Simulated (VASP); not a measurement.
# Al (Fm-3m) in VASP: further runs

Al is run at these levels: PBEsol; tasks: single point.

Everything below comes from runs of VASP 6.6.1. Logs are shortened: lines on timing, memory, paths and dates and some standing lists are left out, and cuts for length are marked.

## Step 1: The cell of the first run

Symmetry: Fm-3m, No. 225, cubic system. Conventional cell: a = 3.664 Å, b = 3.664 Å, c = 3.664 Å, α = 90.00°, β = 90.00°, γ = 90.00°. Within 3.4 Å of Al (site symmetry m-3m) lie 12 Al at 2.59 Å.

## Step 2: Single point, PBEsol (volume scaled by 0.76)

Input file INCAR:

```
  PREC = Accurate
  ENCUT = 520
  EDIFF = 1E-7
  ISMEAR = -1
  SIGMA = 0.1
  LREAL = False
  LASPH = True
  NELM = 80
  ALGO = Normal
  ISIF = 2
  LWAVE = False
  LCHARG = False
  GGA = PS
  NBANDS = 8
```

Input file KPOINTS:

```
Automatic mesh
0
Gamma
  16 16 16
```

Input file POSCAR:

```
Al
1.0
    0.0000000000      1.8318666690      1.8318666690
    1.8318666690      0.0000000000      1.8318666690
    1.8318666690      1.8318666690      0.0000000000
Al
1
Direct
    0.0000000000      0.0000000000      0.0000000000
```

Potentials or basis: VASP PAW PBE potentials, release 64 (Al).

Run with:

```bash
$ cat potpaw_PBE.64/Al/POTCAR > POTCAR
$ mpirun -np 1 vasp_std > vasp.out
```

OUTCAR:

```text
PREC = Accurate
   ENCUT = 520
   EDIFF = 1E-7
   ISMEAR = -1
   LREAL = False
   LASPH = True
   NELM = 80
   ISIF = 2
   GGA = PS

 ion  position               nearest neighbor table
   1  0.000  0.000  0.000-

  LATTYP: Found a face centered cubic cell.
 ALAT       =     3.6637333380

  Lattice vectors:

 A1 = (   0.0000000000,   1.8318666690,   1.8318666690)
 A2 = (   1.8318666690,   0.0000000000,   1.8318666690)
 A3 = (   1.8318666690,   1.8318666690,   0.0000000000)

Analysis of symmetry for initial positions (statically):
=====================================================================
 Subroutine PRICEL returns:
 Original cell was already a primitive cell.

 Routine SETGRP: Setting up the symmetry group for a
 face centered cubic supercell.

 Subroutine GETGRP returns: Found 48 space group operations
 (whereof 48 operations were pure point group operations)
 out of a pool of 48 trial point group operations.

The static configuration has the point symmetry O_h .

Analysis of symmetry for dynamics (positions and initial velocities):
=====================================================================
 Subroutine PRICEL returns:
 Original cell was already a primitive cell.

 Routine SETGRP: Setting up the symmetry group for a
 face centered cubic supercell.

 Subroutine GETGRP returns: Found 48 space group operations
 (whereof 48 operations were pure point group operations)
 out of a pool of 48 trial point group operations.

The dynamic configuration has the point symmetry O_h .

 Subroutine INISYM returns: Found 48 space group operations
 (whereof 48 operations are pure point group operations),
 and found     1 'primitive' translations

----------------------------------------------------------------------------------------

                                     Primitive cell

  volume of cell :      12.2945

  direct lattice vectors                    reciprocal lattice vectors
     0.000000000  1.831866669  1.831866669    -0.272945629  0.272945629  0.272945629
     1.831866669  0.000000000  1.831866669     0.272945629 -0.272945629  0.272945629
     1.831866669  1.831866669  0.000000000     0.272945629  0.272945629 -0.272945629

  length of vectors
     2.590650688  2.590650688  2.590650688     0.472755697  0.472755697  0.472755697

  position of ions in fractional coordinates (direct lattice)
     0.000000000  0.000000000  0.000000000

  ion indices of the primitive-cell ions
   primitive index   ion index
                 1           1

----------------------------------------------------------------------------------------

 KPOINTS: Automatic mesh

Automatic generation of k-mesh.
 Grid dimensions read from file:
 generate k-points for:   16   16   16

 Generating k-lattice:

  Cartesian coordinates                     Fractional coordinates (reciprocal lattice)
    -0.017059102  0.017059102  0.017059102     0.062500000  0.000000000  0.000000000
     0.017059102 -0.017059102  0.017059102     0.000000000  0.062500000  0.000000000
     0.017059102  0.017059102 -0.017059102     0.000000000  0.000000000  0.062500000

  Length of vectors
     0.029547231  0.029547231  0.029547231

  Shift w.r.t. Gamma in fractional coordinates (k-lattice)
     0.000000000  0.000000000  0.000000000

 Subroutine IBZKPT returns following result:
 ===========================================

 Found    145 irreducible k-points:

 Following reciprocal coordinates:
            Coordinates               Weight
  0.000000  0.000000  0.000000      1.000000
  0.062500  0.000000  0.000000      8.000000
  0.125000  0.000000  0.000000      8.000000
  0.187500  0.000000  0.000000      8.000000
  0.250000  0.000000  0.000000      8.000000
  0.312500  0.000000  0.000000      8.000000
[... 16 lines left out ...]
 -0.125000  0.062500  0.000000     24.000000
 -0.062500  0.062500  0.000000     12.000000
 [... further k-points ...]
   k-points           NKPTS =    145   k-points in BZ     NKDIM =    145   number of bands    NBANDS=      8
   number of dos      NEDOS =    301   number of ions     NIONS =      1
   total plane-waves  NPLWV =   8000
   dimension x,y,z NGX =    20 NGY =   20 NGZ =   20
   dimension x,y,z NGXF=    40 NGYF=   40 NGZF=   40
   ions per type =               1
   NGX,Y,Z   is equivalent  to a cutoff of  12.83, 12.83, 12.83 a.u.
   NGXF,Y,Z  is equivalent  to a cutoff of  25.67, 25.67, 25.67 a.u.
 SYSTEM =  unknown system
   PREC   = accura    normal or accurate (medium, high low for compatibility)
   ISTART =      0    job   : 0-new  1-cont  2-samecut
   ICHARG =      2    charge: 1-file 2-atom 10-const
   ISPIN  =      1    spin polarized calculation?
   LNONCOLLINEAR =      F non collinear calculations
   LSORBIT =      F    spin-orbit coupling
   LASPH  =      T    aspherical Exc in radial PAW
   ENCUT  =  520.0 eV  38.22 Ry    6.18 a.u.   4.82  4.82  4.82*2*pi/ulx,y,z
   NELM   =     80;   NELMIN=  2; NELMDL= -5     # of ELM steps
   EDIFF  = 0.1E-06   stopping-criterion for ELM
   LREAL  =      F    real-space projection
   EDIFFG = 0.1E-05   stopping-criterion for IOM
   NSW    =      0    number of steps for IOM
   IBRION =     -1    ionic relax: 0-MD 1-quasi-New 2-CG
   NFREE  =      0    steps in history (QN), initial steepest desc. (CG)
   ISIF   =      2    stress and relaxation
   ISYM   =      2    0-nonsym 1-usesym 2-fastsym
   POTIM  = 0.5000    time-step for ionic-motion
   TEBEG  =    0.0;   TEEND  =   0.0 temperature during run
   PSTRESS=    0.0 pullay stress
   NELECT =       3.0000    total number of electrons
   NUPDOWN=      -1.0000    fix difference up-down
   EMIN   =  10.00;   EMAX   =-10.00  energy-range for DOS
   EFERMI =   0.00;   METHOD = LEGACY
   ISMEAR =    -1;   SIGMA  =   0.10  broadening in eV -4-tet -1-fermi 0-gaus
   EFERMI_NEDOS =   21; number of points for ismear=-14 and -15
   IALGO  =     38    algorithm
   IMIX   =      4    mixing-type and parameters
     AMIX     =   0.40;   BMIX     =  1.00
     AMIX_MAG =   1.60;   BMIX_MAG =  1.00
  volume/ion in A,a.u.               =      12.29        82.97
  Fermi-wavevector in a.u.,A,eV,Ry     =   1.023006  1.933200 14.239050  1.046541
  Thomas-Fermi vector in A             =   2.156716
   LORBIT       =      0    0 simple, 1 ext, 2 COOP (PROOUT), +10 PAW based schemes
   GGA     = PS    functional components
   LHFCALC =     F    Hartree Fock is set to
   AEXX    =    0.0000 exact exchange contribution
   IVDW    =     0    specifies the selected vdW correction
   LEPSILON=     F    determine dielectric tensor
   LRPA    =     F    only Hartree local field effects (RPA)
 non-spin polarized calculation
  energy-cutoff  :      520.00
  volume of cell :       12.29
 maximum number of plane-waves:       343
   NGX =  9   NGY =  9   NGZ =  9

 number of electron       3.0000000 magnetization

 Free energy of the ion-electron system (eV)
  ---------------------------------------------------
  ext. energy  EPLUGINS =         0.00000000
  ---------------------------------------------------
  free energy    TOTEN  =        -3.70490852 eV

  energy without entropy =       -3.69532553  energy(sigma->0) =       -3.70011703

 E-fermi :  11.3769     XC(G=0): -11.3824

 val. band max:       11.2626555601   @ k =  -0.2500   0.3125   0.1250
 cond. band min:      11.4696713403   @ k =  -0.4375   0.3750   0.0625
 fundamental gap:      0.2070157801
 Fermi energy:        11.3769340086

 k-point     1 :       0.0000    0.0000    0.0000
  band No.  band energies     occupation
      1      -1.9366      2.00000
      2      25.7227      0.00000
      3      25.7227      0.00000
      4      25.7227      0.00000
      5      29.7395      0.00000
      6      29.7395      0.00000
      7      29.7395      0.00000
      8      30.1783      0.00000

 k-point     2 :       0.0625    0.0000    0.0000
  band No.  band energies     occupation
      1      -1.8078      2.00000
      2      23.9715      0.00000
      3      25.5366      0.00000
      4      25.5366      0.00000
      5      29.7423      0.00000
      6      30.1270      0.00000
      7      30.1270      0.00000
      8      31.8066      0.00000

 k-point     3 :       0.1250    0.0000    0.0000
  band No.  band energies     occupation
      1      -1.4222      2.00000
      2      21.1125      0.00000
      3      25.1361      0.00000
      4      25.1361      0.00000
      5      29.3850      0.00000
      6      31.1202      0.00000
      7      31.1202      0.00000
      8      32.1422      0.00000

 k-point     4 :       0.1875    0.0000    0.0000
  band No.  band energies     occupation
      1      -0.7829      2.00000
      2      18.2113      0.00000
      3      24.7321      0.00000
      4      24.7321      0.00000
      5      28.9667      0.00000
      6      30.6386      0.00000
      7      30.6387      0.00000
      8      32.5550      0.00000

 k-point     5 :       0.2500    0.0000    0.0000
  band No.  band energies     occupation
      1       0.1053      2.00000
      2      15.4263      0.00000
      3      24.4241      0.00000
      4      24.4241      0.00000
      5      28.6273      0.00000
      6      29.2828      0.00000
      7      29.2828      0.00000
      8      34.2142      0.00000

 k-point     6 :       0.3125    0.0000    0.0000
  band No.  band energies     occupation
      1       1.2356      2.00000
      2      12.8060      0.00000
      3      24.2451      0.00000
      4      24.2451      0.00000
      5      28.1162      0.00000
      6      28.1162      0.00000
      7      28.4380      0.00000
      8      33.0406      0.00000

 k-point     7 :       0.3750    0.0000    0.0000
  band No.  band energies     occupation
      1       2.5981      2.00000
      2      10.3748      1.99991
      3      24.1925      0.00000
      4      24.1925      0.00000
      5      27.1902      0.00000
      6      27.1902      0.00000
      7      28.4137      0.00000
      8      32.0178      0.00000

 k-point     8 :       0.4375    0.0000    0.0000
  band No.  band energies     occupation
      1       4.1700      2.00000
      2       8.1606      2.00000
      3      24.2266      0.00000
      4      24.2266      0.00000
      5      26.5639      0.00000
      6      26.5639      0.00000
      7      28.5047      0.00000
      8      31.2717      0.00000

 k-point     9 :       0.5000    0.0000    0.0000
  band No.  band energies     occupation
      1       5.5604      2.00000
      2       6.5560      2.00000
      3      24.2591      0.00000
      4      24.2591      0.00000
      5      26.3334      0.00000
      6      26.3334      0.00000
      7      28.5719      0.00000
      8      30.9821      0.00000

 k-point    10 :       0.0625    0.0625    0.0000
  band No.  band energies     occupation
      1      -1.7648      2.00000
      2      24.5596      0.00000
      3      24.8295      0.00000
      4      24.8295      0.00000
      5      29.2177      0.00000
      6      30.9086      0.00000
      7      30.9086      0.00000
      8      31.6863      0.00000
[... 78 lines left out ...]
 k-point    18 :      -0.4375    0.0625    0.0000
  band No.  band energies     occupation
      1       4.8304      2.00000
      2       7.5917      2.00000
      3      22.3158      0.00000
      4      23.9229      0.00000
      5      26.3992      0.00000
      6      26.9411      0.00000
      7      29.8257      0.00000
      8      32.1059      0.00000

 k-point    19 :      -0.3750    0.0625    0.0000
  band No.  band energies     occupation
      1       3.2096      2.00000
      2       9.7099      2.00000
      3      22.0729      0.00000
      4      24.5691      0.00000
      5      26.7388      0.00000
      6      27.1366      0.00000
      7      29.6180      0.00000
      8      32.7930      0.00000

 k-point    20 :      -0.3125    0.0625    0.0000
  band No.  band energies     occupation
      1       1.7751      2.00000
      2      12.0662      0.00203
      3      22.0139      0.00000
      4      25.2353      0.00000
      5      26.8982      0.00000
      6      28.0674      0.00000
      7      29.5607      0.00000
      8      33.7176      0.00000

 k-point    21 :      -0.2500    0.0625    0.0000
  band No.  band energies     occupation
      1       0.5674      2.00000
      2      14.6134      0.00000
      3      22.1474      0.00000
      4      25.7137      0.00000
      5      27.6022      0.00000
      6      29.0657      0.00000
      7      29.7971      0.00000
      8      33.5501      0.00000

 k-point    22 :      -0.1875    0.0625    0.0000
  band No.  band energies     occupation
      1      -0.4013      2.00000
      2      17.3197      0.00000
      3      22.4782      0.00000
      4      26.0122      0.00000
      5      28.7759      0.00000
      6      29.6734      0.00000
      7      30.7228      0.00000
      8      31.8938      0.00000

 k-point    23 :      -0.1250    0.0625    0.0000
  band No.  band energies     occupation
      1      -1.1234      2.00000
      2      20.1129      0.00000
      3      23.0248      0.00000
      4      26.1821      0.00000
      5      30.0521      0.00000
      6      30.0561      0.00000
      7      30.8343      0.00000
      8      31.8048      0.00000

 k-point    24 :      -0.0625    0.0625    0.0000
  band No.  band energies     occupation
      1      -1.5934      2.00000
      2      22.6495      0.00000
      3      23.9754      0.00000
      4      26.0593      0.00000
      5      29.9128      0.00000
      6      30.1830      0.00000
      7      30.8414      0.00000
      8      31.9923      0.00000

 [... further k-points ...]

------------------------ aborting loop because EDIFF is reached ----------------------------------------

  FORCE on cell =-STRESS in cart. coord.  units (eV):
  Direction    XX          YY          ZZ          XY          YZ          ZX
  --------------------------------------------------------------------------------------
  -------------------------------------------------------------------------------------
  Total        3.1962779      3.1962779      3.1962779      0.0000000     -0.0000000      0.0000000
  in kB      416.5273563    416.5273563    416.5273563      0.0000000     -0.0000000      0.0000000
  external PRESSURE =     416.5273563 kB  Pullay stress =       0.0000000 kB

 VOLUME and BASIS-vectors are now :
 -----------------------------------------------------------------------------
  energy-cutoff  :      520.00
  volume of cell :       12.29
      direct lattice vectors                 reciprocal lattice vectors
     0.000000000  1.831866669  1.831866669    -0.272945629  0.272945629  0.272945629
     1.831866669  0.000000000  1.831866669     0.272945629 -0.272945629  0.272945629
     1.831866669  1.831866669  0.000000000     0.272945629  0.272945629 -0.272945629

 POSITION                                       TOTAL-FORCE (eV/Angst)
 -----------------------------------------------------------------------------------
      0.00000      0.00000      0.00000         0.000000     -0.000000     -0.000000
 -----------------------------------------------------------------------------------
    total drift:                               -0.000000     -0.000000      0.000000

  FREE ENERGIE OF THE ION-ELECTRON SYSTEM (eV)
  ---------------------------------------------------
  free  energy   TOTEN  =        -3.7049085211 eV

  energy  without entropy=       -3.6953255307  energy(sigma->0) =       -3.70011703
```

It took 20 s on 1 thread of AMD EPYC 7R13, shared host; peak memory 0.1 GiB.

Results:

```
Free energy : -3.7049 eV
Pressure    : 41.7 GPa
```

Caveat: the PAW data sets were made with another functional, which shifts forces and pressure a little.

## Step 3: Single point, PBEsol (volume scaled by 0.84)

Input file INCAR:

```
PREC = Accurate ; ENCUT = 520
EDIFF = 1E-7 ; ISMEAR = -1
SIGMA = 0.1 ; LREAL = False
LASPH = True ; NELM = 80
ALGO = Normal ; ISIF = 2
LWAVE = False ; LCHARG = True
GGA = PS ; LELF = True
LVHAR = True ; NBANDS = 8
```

KPOINTS is that of step 2.

Input file POSCAR:

```
Al
1.0
    0.0000000000      1.8940106875      1.8940106875
    1.8940106875      0.0000000000      1.8940106875
    1.8940106875      1.8940106875      0.0000000000
Al
1
Direct
    0.0000000000      0.0000000000      0.0000000000
```

Potentials or basis: VASP PAW PBE potentials, release 64 (Al).

Run with:

```bash
$ cat potpaw_PBE.64/Al/POTCAR > POTCAR
$ mpirun -np 1 vasp_std > vasp.out
```

It took 24 s on 1 thread of AMD EPYC 7R13, shared host; peak memory 0.1 GiB.

The run converged. Its results:

* Free energy: -3.9537 eV
* Pressure: 21.4 GPa

Levels at points of the mesh, in eV from the Fermi level:
```
           k point  band 1  band 2  band 3  band 4  band 5
(0.00, 0.00, 0.00)  -12.56   13.70   13.70   13.70   16.79
(0.50, 0.00, 0.00)   -5.41   -4.68   12.35   12.35   13.62
(0.50, 0.50, 0.00)   -3.40   -1.74    5.26    6.56    6.56
```

Caveat: the PAW data sets were made with another functional, which shifts forces and pressure a little.

## Step 4: Single point, PBEsol (volume scaled by 0.84)

Input file INCAR:

```
SYSTEM = Al
  ALGO = Normal
  EDIFF = 1E-6
  ENCUT = 520
  GGA = PS
  ISIF = 2
  ISMEAR = -1
  LASPH = .TRUE.
  LCHARG = .FALSE.
  LREAL = .FALSE.
  LWAVE = .FALSE.
  NBANDS = 8
  NELM = 80
  PREC = Accurate
  SIGMA = 0.1
```

Input file KPOINTS:

```
k-points
0
G
  16 16 16
  0 0 0
```

POSCAR is that of step 3.

Run with:

```bash
$ cat potpaw_PBE.64/Al/POTCAR > POTCAR
$ mpirun -np 1 vasp_std > vasp.out
```

It took 15 s on 1 thread of AMD EPYC 7R13, shared host; peak memory 0.1 GiB.

Results (log left out):

- Free energy: -3.9537 eV
- Pressure: 21.4 GPa

Levels at points of the mesh, in eV from the Fermi level:
```csv
k point,band 1,band 2,band 3,band 4,band 5,band 6
"(0.00, 0.00, 0.00)",-12.56,13.70,13.70,13.70,16.79,16.79
"(0.50, 0.00, 0.00)",-5.41,-4.68,12.35,12.35,13.62,13.62
"(0.50, 0.50, 0.00)",-3.40,-1.74,5.26,6.56,6.56,11.13
```

Caveat: the PAW data sets were made with another functional, which shifts forces and pressure a little.
